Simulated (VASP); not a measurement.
# GaN (P6_3/mmc) in VASP: notebook

Runs on GaN. Level: PBE. Tasks: single point, relaxation of cell and atoms.

Program: VASP 6.6.1. These are calculated values, not measurements. Logs are shortened: lines on timing, memory, paths and dates and some standing lists are left out, and cuts for length are marked.

**1. The cell of the first run**

Symmetry: P6_3/mmc, No. 194, hexagonal system. The conventional cell has a = 3.000 Å, b = 3.000 Å, c = 5.266 Å, α = 90.00°, β = 90.00°, γ = 120.00°. Ga (site symmetry -6m2) has 6 N at 2.18 Å within 2.9 Å. Within 2.9 Å of N (site symmetry -3m) lie 6 Ga at 2.18 Å and 2 N at 2.63 Å.

**2. Single point, PBE**

The input, INCAR:

```
PREC     = Accurate       # precision mode
ENCUT    = 520            # plane-wave cutoff, eV
EDIFF    = 1E-7           # SCF threshold, eV
ISMEAR   = 0              # smearing method
SIGMA    = 0.1            # smearing width, eV
LREAL    = False          # projectors in reciprocal space
LASPH    = True           # aspherical terms in the spheres
NELM     = 60             # most SCF steps
ALGO     = Normal         # electronic algorithm
ISIF     = 2              # what is computed and relaxed
LWAVE    = False          # write WAVECAR
LCHARG   = True           # write CHGCAR
GGA      = PE             # functional
LELF     = True           # ELF
LVHAR    = True         
NBANDS   = 26             # bands
```

The input, KPOINTS:

```
Automatic mesh
0
Gamma
  6 6 4
```

The input, POSCAR:

```
GaN
1.0
    3.0003737251     -0.0000000027      0.0000000000
   -1.5001868602      2.5983998682      0.0000000000
    0.0000000000      0.0000000000      5.2663230578
Ga N
2 2
Direct
    0.3333333333      0.6666666667      0.7500000000
    0.6666666667      0.3333333333      0.2500000000
    0.0000000000      0.0000000000      0.0000000000
    0.0000000000      0.0000000000      0.5000000000
```

Potentials or basis: VASP PAW PBE potentials, release 64 (Ga_d, N).

Launch:

```
> cat potpaw_PBE.64/Ga_d/POTCAR potpaw_PBE.64/N/POTCAR > POTCAR
> mpirun -np 1 vasp_std > vasp.out
```

OUTCAR:

```text
PREC = Accurate
   ENCUT = 520
   EDIFF = 1E-7
   ISMEAR = 0
   LREAL = False
   LASPH = True
   NELM = 60
   ISIF = 2
   GGA = PE

 ion  position               nearest neighbor table
   1  0.333  0.667  0.750-   3 2.18   4 2.18   3 2.18   4 2.18   3 2.18   4 2.18
   2  0.667  0.333  0.250-   3 2.18   4 2.18   3 2.18   4 2.18   3 2.18   4 2.18
   3  0.000  0.000  0.000-   1 2.18   2 2.18   2 2.18   1 2.18   2 2.18   1 2.18
   4  0.000  0.000  0.500-   1 2.18   2 2.18   2 2.18   1 2.18   2 2.18   1 2.18

  LATTYP: Found a hexagonal cell.
 ALAT       =     3.0003737251
 C/A-ratio  =     1.7552223624

  Lattice vectors:

 A1 = (   3.0003737251,  -0.0000000027,   0.0000000000)
 A2 = (  -1.5001868602,   2.5983998682,   0.0000000000)
 A3 = (   0.0000000000,   0.0000000000,   5.2663230578)

Analysis of symmetry for initial positions (statically):
=====================================================================
 Subroutine PRICEL returns:
 Original cell was already a primitive cell.

 Routine SETGRP: Setting up the symmetry group for a
 hexagonal supercell.

 Subroutine GETGRP returns: Found 24 space group operations
 (whereof 12 operations were pure point group operations)
 out of a pool of 24 trial point group operations.

The static configuration has the point symmetry D_3d.
 The point group associated with its full space group is D_6h.

Analysis of symmetry for dynamics (positions and initial velocities):
=====================================================================
 Subroutine PRICEL returns:
 Original cell was already a primitive cell.

 Routine SETGRP: Setting up the symmetry group for a
 hexagonal supercell.

 Subroutine GETGRP returns: Found 24 space group operations
 (whereof 12 operations were pure point group operations)
 out of a pool of 24 trial point group operations.

The dynamic configuration has the point symmetry D_3d.
 The point group associated with its full space group is D_6h.

 Subroutine INISYM returns: Found 24 space group operations
 (whereof 12 operations are pure point group operations),
 and found     1 'primitive' translations

----------------------------------------------------------------------------------------

                                     Primitive cell

  volume of cell :      41.0572

  direct lattice vectors                    reciprocal lattice vectors
     3.000373725 -0.000000003  0.000000000     0.333291814  0.192426118  0.000000000
[... 85 lines left out ...]
   NELM   =     60;   NELMIN=  2; NELMDL= -5     # of ELM steps
   EDIFF  = 0.1E-06   stopping-criterion for ELM
   LREAL  =      F    real-space projection
   EDIFFG = 0.1E-05   stopping-criterion for IOM
   NSW    =      0    number of steps for IOM
   IBRION =     -1    ionic relax: 0-MD 1-quasi-New 2-CG
   NFREE  =      0    steps in history (QN), initial steepest desc. (CG)
   ISIF   =      2    stress and relaxation
   ISYM   =      2    0-nonsym 1-usesym 2-fastsym
   POTIM  = 0.5000    time-step for ionic-motion
   TEBEG  =    0.0;   TEEND  =   0.0 temperature during run
   PSTRESS=    0.0 pullay stress
   NELECT =      36.0000    total number of electrons
   NUPDOWN=      -1.0000    fix difference up-down
   EMIN   =  10.00;   EMAX   =-10.00  energy-range for DOS
   EFERMI =   0.00;   METHOD = LEGACY
   ISMEAR =     0;   SIGMA  =   0.10  broadening in eV -4-tet -1-fermi 0-gaus
   EFERMI_NEDOS =   21; number of points for ismear=-14 and -15
   IALGO  =     38    algorithm
   IMIX   =      4    mixing-type and parameters
     AMIX     =   0.40;   BMIX     =  1.00
     AMIX_MAG =   1.60;   BMIX_MAG =  1.00
  volume/ion in A,a.u.               =      10.26        69.27
  Fermi-wavevector in a.u.,A,eV,Ry     =   1.566917  2.961044 33.405426  2.455230
  Thomas-Fermi vector in A             =   2.669174
   LORBIT       =      0    0 simple, 1 ext, 2 COOP (PROOUT), +10 PAW based schemes
   GGA     = PE    functional components
   LHFCALC =     F    Hartree Fock is set to
   AEXX    =    0.0000 exact exchange contribution
   IVDW    =     0    specifies the selected vdW correction
   LEPSILON=     F    determine dielectric tensor
   LRPA    =     F    only Hartree local field effects (RPA)
 non-spin polarized calculation
 Gauss-broadening in eV      SIGMA  =   0.10
  energy-cutoff  :      520.00
  volume of cell :       41.06
 maximum number of plane-waves:      1135
 NGX is ok and might be reduce to    24
   NGX = 11   NGY = 11   NGZ = 19

 number of electron      35.9999986 magnetization

 Free energy of the ion-electron system (eV)
  ---------------------------------------------------
  ext. energy  EPLUGINS =         0.00000000
  ---------------------------------------------------
  free energy    TOTEN  =       -20.89264833 eV

  energy without entropy =      -20.88873345  energy(sigma->0) =      -20.89069089

 E-fermi :   7.6520     XC(G=0): -12.6103

 val. band max:        7.5434324396   @ k =   0.3333   0.0000   0.0000
 cond. band min:       7.6864754789   @ k =   0.5000   0.0000   0.2500
 fundamental gap:      0.1430430393
 Fermi energy:         7.6520271487

 k-point     1 :       0.0000    0.0000    0.0000
  band No.  band energies     occupation
      1      -9.6674      2.00000
      2      -7.2313      2.00000
      3      -7.2072      2.00000
      4      -7.2072      2.00000
      5      -7.1401      2.00000
      6      -7.1401      2.00000
[... 598 lines left out ...]
     25      18.7574      0.00000
     26      18.7574      0.00000

------------------------ aborting loop because EDIFF is reached ----------------------------------------

  FORCE on cell =-STRESS in cart. coord.  units (eV):
  Direction    XX          YY          ZZ          XY          YZ          ZX
  --------------------------------------------------------------------------------------
  -------------------------------------------------------------------------------------
  Total        0.0747546      0.0747546      0.1377427      0.0000000      0.0000000      0.0000000
  in kB        2.9171542      2.9171542      5.3751477      0.0000000      0.0000000      0.0000000
  external PRESSURE =       3.7364854 kB  Pullay stress =       0.0000000 kB

 VOLUME and BASIS-vectors are now :
 -----------------------------------------------------------------------------
  energy-cutoff  :      520.00
  volume of cell :       41.06
      direct lattice vectors                 reciprocal lattice vectors
     3.000373725 -0.000000003  0.000000000     0.333291814  0.192426118  0.000000000
    -1.500186860  2.598399868  0.000000000     0.000000000  0.384852236  0.000000000
     0.000000000  0.000000000  5.266323058     0.000000000  0.000000000  0.189885806

 POSITION                                       TOTAL-FORCE (eV/Angst)
 -----------------------------------------------------------------------------------
      0.00000      1.73227      3.94974        -0.000000     -0.000000     -0.000000
      1.50019      0.86613      1.31658         0.000000     -0.000000     -0.000000
      0.00000      0.00000      0.00000         0.000000      0.000000      0.000000
      0.00000      0.00000      2.63316        -0.000000      0.000000      0.000000
 -----------------------------------------------------------------------------------
    total drift:                               -0.000000      0.000000     -0.000000

  FREE ENERGIE OF THE ION-ELECTRON SYSTEM (eV)
  ---------------------------------------------------
  free  energy   TOTEN  =       -20.8926483291 eV

  energy  without entropy=      -20.8887334548  energy(sigma->0) =      -20.89069089
```

Wall time 17 s (1 thread of Intel Xeon Platinum 8488C (Sapphire Rapids), shared host); peak memory 0.16 GiB.

Results:

| Quantity | Value |
| --- | --- |
| Free energy | -20.8926 eV |
| Pressure | 0.4 GPa |
| Band gap on the k mesh | zero (band 18 reaches 8.03 eV, above the bottom of band 19 at 7.47 eV) |

Caveat: the k points lie up to 0.40 Å⁻¹ apart.

**3. Single point, PBE**

This run uses another cell than the first one, of 11.81 Å³/atom, 1.150 times its volume.

The input, INCAR:

```
SYSTEM = GaN
PREC = Accurate ; ENCUT = 520
EDIFF = 1E-7 ; ISMEAR = 0
SIGMA = 0.1 ; LREAL = .FALSE.
LASPH = .TRUE. ; NELM = 80
ALGO = Normal ; ISIF = 2
LWAVE = .FALSE. ; LCHARG = .FALSE.
GGA = PE ; NBANDS = 26
```

The input, KPOINTS:

```
Automatic mesh
0
G
  6 6 4
  0 0 0
```

The input, POSCAR:

```
GaN
1.0
    3.2108682500      0.0000000000      0.0000000000
   -1.6054341200      2.7806934700      0.0000000000
    0.0000000000      0.0000000000      5.2901932200
Ga N
2 2
Direct
    0.3333333300      0.6666666700      0.7500000000
    0.6666666700      0.3333333300      0.2500000000
    0.0000000000      0.0000000000      0.0000000000
    0.0000000000      0.0000000000      0.5000000000
```

Potentials or basis: VASP PAW PBE potentials, release 64 (Ga_d, N).

Launch:

```
> cat potpaw_PBE.64/Ga_d/POTCAR potpaw_PBE.64/N/POTCAR > POTCAR
> mpirun -np 1 vasp_std > vasp.out
```

Wall time 26 s (1 thread of Intel Xeon Platinum 8488C (Sapphire Rapids), shared host); peak memory 0.16 GiB.

It converged, with:

- Free energy: -20.4667 eV
- Pressure: -14.4 GPa
- Band gap on the k mesh: zero (band 18 reaches 6.73 eV, above the bottom of band 19 at 5.81 eV)

Stress tensor (GPa, compression positive):
```
-19.02   0.00   0.00
  0.00 -19.02   0.00
  0.00   0.00  -5.30
```

Levels at points of the mesh, in eV from the Fermi level:
```tsv
k point	band 16	band 17	band 18	band 19	band 20	band 21
(0.00, 0.00, 0.00)	-1.51	-0.60	-0.60	-0.44	4.00	4.46
(0.50, 0.00, 0.00)	-3.20	-1.74	-1.07	0.39	1.91	5.65
(0.00, 0.00, 0.50)	-1.17	-1.17	-1.17	1.23	1.23	8.37
(0.50, 0.00, 0.50)	-2.99	-2.29	-2.29	1.77	1.77	4.31
```

Caveat: the k points lie up to 0.38 Å⁻¹ apart.

**4. Relaxation of cell and atoms, PBE**

This run uses another cell than the first one, of 11.81 Å³/atom, 1.150 times its volume.

The input, INCAR:

```
SYSTEM = GaN
  ALGO = Normal
  EDIFF = 1E-6
  EDIFFG = -0.04
  ENCUT = 600
  GGA = PE
  IBRION = 2
  ISIF = 3
  ISMEAR = 0
  LASPH = .True.
  LCHARG = .False.
  LREAL = .False.
  LWAVE = .False.
  NELM = 80
  NSW = 90
  PREC = Accurate
  SIGMA = 0.1
```

The input, KPOINTS:

```
k-points
0
Gamma
  6 6 4
  0 0 0
```

POSCAR is that of step 3.

Launch:

```
> cat potpaw_PBE.64/Ga_d/POTCAR potpaw_PBE.64/N/POTCAR > POTCAR
> mpirun -np 1 vasp_std > vasp.out
```

Run time: 1.8 min. Hardware: 1 thread of Intel Xeon Platinum 8488C (Sapphire Rapids), shared host; peak memory 0.19 GiB.

The run converged. Its results:

```
Free energy                            : -20.9067 eV
Relaxed volume                         : 10.29 Å³/atom
Relaxed cell                           : a = 3.003 Å, b = 3.003 Å, c = 5.271 Å, α = 90.00°, β = 90.00°, γ = 120.00°
Space group after relaxing (to 0.05 Å) : P6_3/mmc (No. 194)
Energy gained by relaxing              : 109.3 meV/atom
Ionic steps                            : 6
Pressure after relaxing                : -0.3 GPa
Band gap on the k mesh                 : zero (band 18 reaches 8.00 eV, above the bottom of band 19 at 7.42 eV)
```

Stress tensor (GPa, compression positive):
```
-0.32  0.00  0.00
 0.00 -0.32  0.00
 0.00  0.00 -0.23
```

Step by step:
| step | energy change (eV) | largest force (eV/Å) | pressure (GPa) | volume (Å³) |
| --- | --- | --- | --- | --- |
| 1 | 0.0000 | 0.0000 | -14.59 | 47.23 |
| 2 | -0.4170 | 0.0000 | 4.37 | 40.22 |
| 3 | -0.4217 | 0.0000 | 2.00 | 40.77 |
| 4 | -0.4281 | 0.0000 | -0.29 | 41.06 |
| 5 | -0.4368 | 0.0000 | 0.68 | 40.94 |
| 6 | -0.4371 | 0.0000 | -0.29 | 41.16 |

Final structure:
```
Ga N
1.0
     3.00285    0.00000    0.00000
    -1.50143    2.60055    0.00000
     0.00000    0.00000    5.27114
Ga N
2 2
Direct
  0.33333 0.66667 0.75000
  0.66667 0.33333 0.25000
  0.00000 0.00000 0.00000
  0.00000 0.00000 0.50000
```

Levels at points of the mesh, in eV from the Fermi level:
| k point | band 14 | band 15 | band 16 | band 17 | band 18 | band 19 | band 20 | band 21 | band 22 |
| --- | --- | --- | --- | --- | --- | --- | --- | --- | --- |
| (0.00, 0.00, 0.00) | -1.17 | -1.17 | -1.03 | -0.22 | -0.22 | -0.20 | 5.64 | 5.74 | 8.76 |
| (0.50, 0.00, 0.00) | -6.15 | -5.29 | -3.04 | -1.37 | -0.81 | 0.26 | 2.48 | 6.85 | 7.26 |
| (0.00, 0.00, 0.50) | -5.79 | -0.74 | -0.74 | -0.74 | -0.74 | 2.54 | 2.54 | 9.60 | 9.60 |
| (0.50, 0.00, 0.50) | -7.52 | -3.32 | -3.32 | -2.08 | -2.08 | 2.58 | 2.58 | 4.70 | 4.70 |

Caveat: the k points lie up to 0.40 Å⁻¹ apart in the final cell.

**5. Single point, PBE, collinear spin, ferromagnetic start**

The input, INCAR:

```
PREC = Accurate
ENCUT = 520
EDIFF = 1E-7
ISMEAR = 0
SIGMA = 0.1
LREAL = F
LASPH = T
NELM = 150
ALGO = Normal
ISIF = 2
LWAVE = F
LCHARG = T
ISPIN = 2
MAGMOM = 0 0 1 1
LORBIT = 11
GGA = PE
LELF = T
LVHAR = T
NBANDS = 30
```

The input, KPOINTS:

```
Automatic mesh
0
Gamma
  6 6 4
```

The input, POSCAR:

```
GaN
1.0
    3.0003737251      0.0000000000      0.0000000000
   -1.5001868626      2.5983998668      0.0000000000
    0.0000000000      0.0000000000      5.2663230578
Ga N
2 2
Direct
    0.3333333333      0.6666666667      0.7500000000
    0.6666666667      0.3333333333      0.2500000000
    0.0000000000      0.0000000000      0.0000000000
    0.0000000000      0.0000000000      0.5000000000
```

Launch:

```
> cat potpaw_PBE.64/Ga_d/POTCAR potpaw_PBE.64/N/POTCAR > POTCAR
> mpirun -np 1 vasp_std > vasp.out
```

Run time: 40 s. Hardware: 1 thread of Intel Xeon Platinum 8488C (Sapphire Rapids), shared host; peak memory 0.19 GiB.

Results (log left out):

```
Free energy                                           : -20.8926 eV
Pressure                                              : 0.4 GPa
Band gap on the k mesh                                : zero (filled and empty bands overlap)
Net moment                                            : 0.00 μB per cell
Valence electrons inside the program's atomic spheres : Ga 11.54; N 3.66
```

Stress tensor (GPa, compression positive):
```
0.30 0.00 0.00
0.00 0.30 0.00
0.00 0.00 0.55
```

Levels at points of the mesh, in eV from the Fermi level:
Spin up:
```tsv
k point	band 16	band 17	band 18	band 19	band 20	band 21
(0.00, 0.00, 0.00)	-1.04	-0.23	-0.23	-0.18	5.65	5.75
(0.50, 0.00, 0.00)	-3.06	-1.37	-0.82	0.26	2.48	6.86
(0.00, 0.00, 0.50)	-0.75	-0.75	-0.75	2.54	2.54	9.62
(0.50, 0.00, 0.50)	-3.33	-2.09	-2.09	2.59	2.59	4.70
```
Spin down:
```tsv
k point	band 15	band 16	band 17	band 18	band 19	band 20	band 21	band 22
(0.00, 0.00, 0.00)	-1.18	-1.04	-0.23	-0.23	-0.18	5.65	5.75	8.76
(0.50, 0.00, 0.00)	-5.31	-3.06	-1.37	-0.82	0.26	2.48	6.86	7.28
(0.00, 0.00, 0.50)	-0.75	-0.75	-0.75	-0.75	2.54	2.54	9.62	9.62
(0.50, 0.00, 0.50)	-3.33	-3.33	-2.09	-2.09	2.59	2.59	4.70	4.70
```

Caveat: the k points lie up to 0.40 Å⁻¹ apart.

**6. Single point, PBE, collinear spin, ferromagnetic start**

This run uses another cell than the first one, of 11.81 Å³/atom, 1.150 times its volume.

The input, INCAR:

```
SYSTEM = GaN
ALGO = Normal
EDIFF = 1E-6
ENCUT = 520
GGA = PE
ISIF = 2
ISMEAR = 0
ISPIN = 2
LASPH = .TRUE.
LCHARG = .FALSE.
LORBIT = 11
LREAL = .FALSE.
LWAVE = .FALSE.
MAGMOM = 0 0 1 1
NBANDS = 30
NELM = 150
PREC = Accurate
SIGMA = 0.1
```

The input, KPOINTS:

```
k-points
0
G
  6 6 4
  0 0 0
```

The input, POSCAR:

```
GaN
1.0
    3.2108682500      0.0000000000      0.0000000000
   -1.6054341200      2.7806934700      0.0000000000
    0.0000000000      0.0000000000      5.2901932200
Ga N
2 2
Direct
    0.3333333300      0.6666666700      0.7500000000
    0.6666666700      0.3333333300      0.2500000000
    0.0000000000      0.0000000000      0.0000000000
    0.0000000000      0.0000000000      0.5000000000
```

Potentials or basis: VASP PAW PBE potentials, release 64 (Ga_d, N).

Launch:

```
> cat potpaw_PBE.64/Ga_d/POTCAR potpaw_PBE.64/N/POTCAR > POTCAR
> mpirun -np 1 vasp_std > vasp.out
```

Wall time 40 s (1 thread of Intel Xeon Platinum 8488C (Sapphire Rapids), shared host); peak memory 0.19 GiB.

It converged, with:

```
Free energy                                           : -20.4667 eV
Pressure                                              : -14.5 GPa
Band gap on the k mesh                                : zero (filled and empty bands overlap)
Net moment                                            : 0.00 μB per cell
Valence electrons inside the program's atomic spheres : Ga 11.40; N 3.56
```

Stress tensor (GPa, compression positive):
```
-19.03   0.00   0.00
  0.00 -19.03   0.00
  0.00   0.00  -5.31
```

Levels at points of the mesh, in eV from the Fermi level:
Spin up:
```
           k point  band 14  band 15  band 16  band 17  band 18  band 19  band 20  band 21  band 22  band 23
(0.00, 0.00, 0.00)    -1.64    -1.64    -1.51    -0.60    -0.60    -0.44     4.00     4.46     7.05     7.05
(0.50, 0.00, 0.00)    -5.56    -4.69    -3.20    -1.74    -1.07     0.39     1.91     5.65     5.86     6.99
(0.00, 0.00, 0.50)    -5.16    -1.17    -1.17    -1.17    -1.17     1.23     1.23     8.37     8.37     8.68
(0.50, 0.00, 0.50)    -7.06    -2.99    -2.99    -2.29    -2.29     1.77     1.77     4.31     4.31     9.11
```
Spin down:
| k point | band 15 | band 16 | band 17 | band 18 | band 19 | band 20 | band 21 | band 22 |
| --- | --- | --- | --- | --- | --- | --- | --- | --- |
| (0.00, 0.00, 0.00) | -1.64 | -1.51 | -0.60 | -0.60 | -0.44 | 4.00 | 4.46 | 7.05 |
| (0.50, 0.00, 0.00) | -4.69 | -3.20 | -1.74 | -1.07 | 0.39 | 1.91 | 5.65 | 5.86 |
| (0.00, 0.00, 0.50) | -1.17 | -1.17 | -1.17 | -1.17 | 1.23 | 1.23 | 8.37 | 8.37 |
| (0.50, 0.00, 0.50) | -2.99 | -2.99 | -2.29 | -2.29 | 1.77 | 1.77 | 4.31 | 4.31 |

Caveat: the k points lie up to 0.38 Å⁻¹ apart.

**7. Overview**

| task | spin | cell | cutoff (eV) | gap on the mesh (eV) | pressure (GPa) | moment (μB) |
| --- | --- | --- | --- | --- | --- | --- |
| single point | off | a = 3.000, b = 3.000, c = 5.266 Å, angles 90.0, 90.0, 120.0°, 4 atoms | 520 | none | 0.4 | - |
| single point | off | a = 3.211, b = 3.211, c = 5.290 Å, angles 90.0, 90.0, 120.0°, 4 atoms | 520 | none | -14.4 | - |
| relaxation of cell and atoms | off | relaxed from a = 3.211, b = 3.211, c = 5.290 Å, angles 90.0, 90.0, 120.0°, 4 atoms | 600 | none | -0.3 | - |
| single point | collinear, ferromagnetic start | a = 3.000, b = 3.000, c = 5.266 Å, angles 90.0, 90.0, 120.0°, 4 atoms | 520 | none | 0.4 | 0.00 |
| single point | collinear, ferromagnetic start | a = 3.211, b = 3.211, c = 5.290 Å, angles 90.0, 90.0, 120.0°, 4 atoms | 520 | none | -14.5 | 0.00 |

Alike in all rows: level PBE; potentials or basis VASP PAW PBE potentials, release 64 (Ga_d, N); k mesh 6 × 6 × 4; smearing gaussian 0.1 eV.

Caveats: all runs use coarse meshes.

Absolute energies hang on the potentials; compare differences alone.
